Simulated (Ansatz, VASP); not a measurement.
**BN in VASP and in Ansatz**

```
CELL_PARAMETERS angstrom
2.41600 0.00000 0.00000
-1.20800 2.09232 0.00000
0.00000 0.00000 26.00000
ATOMIC_POSITIONS crystal
B 0.00000 0.00000 0.50550
N 0.66667 0.33333 0.49450
```

Alike in both runs: task single point; functional PBE; dispersion D3(BJ); k mesh 12 × 12 × 1; occupations gaussian, width 0.02 eV; no spin polarisation.

```csv
,VASP,Ansatz
version,VASP 6.6.1,Ansatz 0.2.0
potentials or method,"VASP PAW PBE potentials, release 64 (B, N), cutoff 520 eV","scalar-relativistic, plane waves, PAW"
valence electrons in the cell,8,8
```

Ansatz gave:

| Quantity | Value |
| --- | --- |
| gap on the k mesh at the Fermi level (eV) | 3.46 |
| least direct gap on the mesh (eV) | 3.97 |
| rms of the force components (eV/Å) | 2.284 |

**Question.** Estimate VASP's values.

**Answer.** gap on the k mesh at the Fermi level (eV): 3.45; least direct gap on the mesh (eV): 3.97; rms of the force components (eV/Å): 2.290.

Atom by atom the forces differ by 0.006 eV/Å (rms over components).
